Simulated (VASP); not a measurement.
# In (I4/mmm) in VASP: electric field gradients with PBE

Aim: the electric field gradients of In with PBE.

All numbers are computed with VASP 6.6.1; they aren't measurements. Logs are shortened: lines on timing, memory, paths and dates and some standing lists are left out, and cuts for length are marked.

**1. The cell of the first run**

It takes space group I4/mmm (No. 139, tetragonal). The conventional cell has a = 3.230 Å, b = 3.230 Å, c = 4.915 Å, α = 90.00°, β = 90.00°, γ = 90.00°. Within 4.2 Å of In (site symmetry 4/mmm) lie 12 In at 3.23 to 3.36 Å.

**2. Electric field gradients, PBE (25.64 Å³/atom)**

INCAR reads:

```
SYSTEM = In
PREC = Accurate
ENCUT = 400
EDIFF = 1E-8
ISMEAR = -1
SIGMA = 0.05
LREAL = .False.
LASPH = .True.
NELM = 120
ALGO = Normal
ISIF = 2
LWAVE = .False.
LCHARG = .False.
GGA = PE
LEFG = .True.
ISYM = 0
NBANDS = 12
GGA_COMPAT = .False.
```

KPOINTS reads:

```
Automatic mesh
0
Gamma
  12 12 14
  0 0 0
```

POSCAR reads:

```
In
1.0
   -1.6152359128      1.6152359128      2.4573458084
    1.6152359128     -1.6152359128      2.4573458084
    1.6152359128      1.6152359128     -2.4573458084
In
1
Direct
    0.0000000000      0.0000000000      0.0000000000
```

Potentials or basis: VASP PAW PBE potentials, release 64 (In_d).

On the command line:

```sh
> cat potpaw_PBE.64/In_d/POTCAR > POTCAR
> mpirun -np 1 vasp_std > vasp.out
```

OUTCAR:

```text
SYSTEM = In
   PREC = Accurate
   ENCUT = 400
   EDIFF = 1E-8
   ISMEAR = -1
   LREAL = .False.
   LASPH = .True.
   NELM = 120
   ISIF = 2
   GGA = PE
   ISYM = 0

 ion  position               nearest neighbor table
   1  0.000  0.000  0.000-

IMPORTANT INFORMATION: All symmetrisations will be switched off!
NOSYMM: (Re-)initialisation of all symmetry stuff for point group C_1.

----------------------------------------------------------------------------------------

                                     Primitive cell

  volume of cell :      25.6447

  direct lattice vectors                    reciprocal lattice vectors
    -1.615235913  1.615235913  2.457345808     0.000000000  0.309552305  0.203471566
     1.615235913 -1.615235913  2.457345808     0.309552305  0.000000000  0.203471566
     1.615235913  1.615235913 -2.457345808     0.309552305  0.309552305  0.000000000

  length of vectors
     3.355074147  3.355074147  3.355074147     0.370436645  0.370436645  0.437773068

  position of ions in fractional coordinates (direct lattice)
     0.000000000  0.000000000  0.000000000

  ion indices of the primitive-cell ions
   primitive index   ion index
                 1           1

----------------------------------------------------------------------------------------

 KPOINTS: Automatic mesh

Automatic generation of k-mesh.
 Grid dimensions read from file:
 generate k-points for:   12   12   14

 Generating k-lattice:

  Cartesian coordinates                     Fractional coordinates (reciprocal lattice)
     0.000000000  0.025796025  0.016955964     0.083333333 -0.000000000  0.000000000
     0.025796025  0.000000000  0.016955964    -0.000000000  0.083333333  0.000000000
     0.022110879  0.022110879  0.000000000     0.000000000  0.000000000  0.071428571

  Length of vectors
     0.030869720  0.030869720  0.031269505

  Shift w.r.t. Gamma in fractional coordinates (k-lattice)
     0.000000000  0.000000000  0.000000000

 -----------------------------------------------------------------------------
|                                                                             |
|           W    W    AA    RRRRR   N    N  II  N    N   GGGG   !!!           |
|           W    W   A  A   R    R  NN   N  II  NN   N  G    G  !!!           |
|           W    W  A    A  R    R  N N  N  II  N N  N  G       !!!           |
|           W WW W  AAAAAA  RRRRR   N  N N  II  N  N N  G  GGG   !            |
|           WW  WW  A    A  R   R   N   NN  II  N   NN  G    G                |
|           W    W  A    A  R    R  N    N  II  N    N   GGGG   !!!           |
|                                                                             |
|     Your reciprocal lattice and k-lattice belong to different lattice       |
|     classes:                                                                |
|                                                                             |
|        The reciprocal lattice is body-centered tetragonal,                  |
|        whereas your k-lattice is base-centered monoclinic.                  |
|                                                                             |
|     Results are often still useful ...                                      |
|                                                                             |
 -----------------------------------------------------------------------------

 WARNING: IBZKPT: internal override: KBLOWUP is changed to .FALSE.
      ... skipping the blow-up phase ...

 Subroutine IBZKPT returns following result:
 ===========================================

 Found   1012 irreducible k-points:

 Following reciprocal coordinates:
            Coordinates               Weight
  0.000000  0.000000  0.000000      1.000000
  0.083333 -0.000000  0.000000      2.000000
  0.166667  0.000000  0.000000      2.000000
  0.250000 -0.000000  0.000000      2.000000
  0.333333 -0.000000  0.000000      2.000000
  0.416667 -0.000000  0.000000      2.000000
[... 16 lines left out ...]
  0.250000  0.166667  0.000000      2.000000
  0.333333  0.166667  0.000000      2.000000
 [... further k-points ...]
   k-points           NKPTS =   1012   k-points in BZ     NKDIM =   1012   number of bands    NBANDS=     12
   number of dos      NEDOS =    301   number of ions     NIONS =      1
   total plane-waves  NPLWV =  13824
   dimension x,y,z NGX =    24 NGY =   24 NGZ =   24
   dimension x,y,z NGXF=    48 NGYF=   48 NGZF=   48
   ions per type =               1
   NGX,Y,Z   is equivalent  to a cutoff of  11.89, 11.89, 11.89 a.u.
   NGXF,Y,Z  is equivalent  to a cutoff of  23.78, 23.78, 23.78 a.u.
 SYSTEM =  In
   PREC   = accura    normal or accurate (medium, high low for compatibility)
   ISTART =      0    job   : 0-new  1-cont  2-samecut
   ICHARG =      2    charge: 1-file 2-atom 10-const
   ISPIN  =      1    spin polarized calculation?
   LNONCOLLINEAR =      F non collinear calculations
   LSORBIT =      F    spin-orbit coupling
   LASPH  =      T    aspherical Exc in radial PAW
   ENCUT  =  400.0 eV  29.40 Ry    5.42 a.u.   5.47  5.47  5.47*2*pi/ulx,y,z
   NELM   =    120;   NELMIN=  2; NELMDL= -5     # of ELM steps
   EDIFF  = 0.1E-07   stopping-criterion for ELM
   LREAL  =      F    real-space projection
   EDIFFG = 0.1E-06   stopping-criterion for IOM
   NSW    =      0    number of steps for IOM
   IBRION =     -1    ionic relax: 0-MD 1-quasi-New 2-CG
   NFREE  =      0    steps in history (QN), initial steepest desc. (CG)
   ISIF   =      2    stress and relaxation
   ISYM   =      0    0-nonsym 1-usesym 2-fastsym
   POTIM  = 0.5000    time-step for ionic-motion
   TEBEG  =    0.0;   TEEND  =   0.0 temperature during run
   PSTRESS=    0.0 pullay stress
   NELECT =      13.0000    total number of electrons
   NUPDOWN=      -1.0000    fix difference up-down
   EMIN   =  10.00;   EMAX   =-10.00  energy-range for DOS
   EFERMI =   0.00;   METHOD = LEGACY
   ISMEAR =    -1;   SIGMA  =   0.05  broadening in eV -4-tet -1-fermi 0-gaus
   EFERMI_NEDOS =   21; number of points for ismear=-14 and -15
   IALGO  =     38    algorithm
   IMIX   =      4    mixing-type and parameters
     AMIX     =   0.40;   BMIX     =  1.00
     AMIX_MAG =   1.60;   BMIX_MAG =  1.00
  volume/ion in A,a.u.               =      25.64       173.06
  Fermi-wavevector in a.u.,A,eV,Ry     =   1.305339  2.466732 23.183091  1.703909
  Thomas-Fermi vector in A             =   2.436214
   LORBIT       =      0    0 simple, 1 ext, 2 COOP (PROOUT), +10 PAW based schemes
   GGA     = PE    functional components
   LHFCALC =     F    Hartree Fock is set to
   AEXX    =    0.0000 exact exchange contribution
   IVDW    =     0    specifies the selected vdW correction
   LEPSILON=     F    determine dielectric tensor
   LRPA    =     F    only Hartree local field effects (RPA)
 non-spin polarized calculation
  energy-cutoff  :      400.00
  volume of cell :       25.64
 maximum number of plane-waves:       483
 NGX is ok and might be reduce to    24
   NGX = 11   NGY = 11   NGZ = 11

 number of electron      13.0000007 magnetization

 Free energy of the ion-electron system (eV)
  ---------------------------------------------------
  ext. energy  EPLUGINS =         0.00000000
  ---------------------------------------------------
  free energy    TOTEN  =        -2.54394982 eV

  energy without entropy =       -2.53993967  energy(sigma->0) =       -2.54194474

 E-fermi :   7.7483     XC(G=0): -10.3479

 val. band max:        7.7424944084   @ k =  -0.2500   0.0000   0.4286
 cond. band min:       7.7538817759   @ k =  -0.4167  -0.4167   0.2857
 fundamental gap:      0.0113873675
 Fermi energy:         7.7482778654

 k-point     1 :       0.0000    0.0000    0.0000
  band No.  band energies     occupation
      1      -6.9782      2.00000
      2      -6.8681      2.00000
      3      -6.8671      2.00000
      4      -6.7814      2.00000
      5      -6.6728      2.00000
      6      -1.9310      2.00000
      7      18.4743      0.00000
      8      18.4752      0.00000
      9      18.6567      0.00000
     10      19.3709      0.00000
     11      21.8818      0.00000
     12      22.0029      0.00000
[... 331 lines left out ...]
 k-point    24 :       0.3333    0.1667    0.0000
  band No.  band energies     occupation
      1      -6.9208      2.00000
      2      -6.8822      2.00000
      3      -6.8192      2.00000
      4      -6.6517      2.00000
      5      -6.6286      2.00000
      6       1.9993      2.00000
      7       7.4514      1.99474
      8      12.4461      0.00000
      9      15.2132      0.00000
     10      17.9583      0.00000
     11      21.1452      0.00000
     12      22.9733      0.00000

 [... further k-points ...]

------------------------ aborting loop because EDIFF is reached ----------------------------------------

  FORCE on cell =-STRESS in cart. coord.  units (eV):
  Direction    XX          YY          ZZ          XY          YZ          ZX
  --------------------------------------------------------------------------------------
  -------------------------------------------------------------------------------------
  Total        0.4555477      0.4555471      0.5044339     -0.0444641      0.0322742      0.0322743
  in kB       28.4607410     28.4607083     31.5149496     -2.7779322      2.0163610      2.0163676
  external PRESSURE =      29.4787997 kB  Pullay stress =       0.0000000 kB

 VOLUME and BASIS-vectors are now :
 -----------------------------------------------------------------------------
  energy-cutoff  :      400.00
  volume of cell :       25.64
      direct lattice vectors                 reciprocal lattice vectors
    -1.615235913  1.615235913  2.457345808     0.000000000  0.309552305  0.203471566
     1.615235913 -1.615235913  2.457345808     0.309552305  0.000000000  0.203471566
     1.615235913  1.615235913 -2.457345808     0.309552305  0.309552305  0.000000000

 POSITION                                       TOTAL-FORCE (eV/Angst)
 -----------------------------------------------------------------------------------
      0.00000      0.00000      0.00000         0.000000     -0.000000     -0.000000
 -----------------------------------------------------------------------------------
    total drift:                                0.000000     -0.000000     -0.000000

  FREE ENERGIE OF THE ION-ELECTRON SYSTEM (eV)
  ---------------------------------------------------
  free  energy   TOTEN  =        -2.5439498214 eV

  energy  without entropy=       -2.5399396677  energy(sigma->0) =       -2.54194474

 Electric field gradients (V/A^2)
---------------------------------------------------------------------
 ion       V_xx      V_yy      V_zz      V_xy      V_xz      V_yz
---------------------------------------------------------------------
   1      -9.207    -9.207    18.414     2.670    -1.768    -1.768
---------------------------------------------------------------------

 Electric field gradients after diagonalization (V/A^2)
 (convention: |V_zz| > |V_xx| > |V_yy|)
----------------------------------------------------------------------
 ion       V_xx      V_yy      V_zz     asymmetry (V_yy - V_xx)/ V_zz
----------------------------------------------------------------------
   1     -11.877    -6.785    18.662       0.273
----------------------------------------------------------------------

           NMR quadrupolar parameters

 Cq : quadrupolar parameter    Cq=e*Q*V_zz/h
 eta: asymmetry parameters     (V_yy - V_xx)/ V_zz
 Q  : nuclear electric quadrupole moment in mb (millibarn)
----------------------------------------------------------------------
 ion       Cq(MHz)       eta       Q (mb)
----------------------------------------------------------------------
   1       0.045       0.273       1.000
----------------------------------------------------------------------
```

Wall time 4 min (1 thread of Oxide Virtual Turin-like, shared host); peak memory 0.27 GiB.

What came out:

```
Free energy                             : -2.5439 eV
Pressure                                : 2.9 GPa
Band gap on the k mesh                  : zero (an odd number of electrons rules out a gap without spin polarisation)
Largest electric field gradient by atom : In +18.7 V/Å²
```

Stress tensor (GPa, compression positive):
```
 2.85 -0.28  0.20
-0.28  2.85  0.20
 0.20  0.20  3.15
```

Electric field gradients, principal values (V/Å²):
| atom | least | middle | greatest (by size) |
| --- | --- | --- | --- |
| 1 In | -6.785 | -11.877 | 18.662 |

Caveat: without QUAD_EFG the Cq values of the log hold for a quadrupole moment of 1 mb, not for the nuclei; spin-orbit coupling is left out, which moves the levels of the heavy elements.
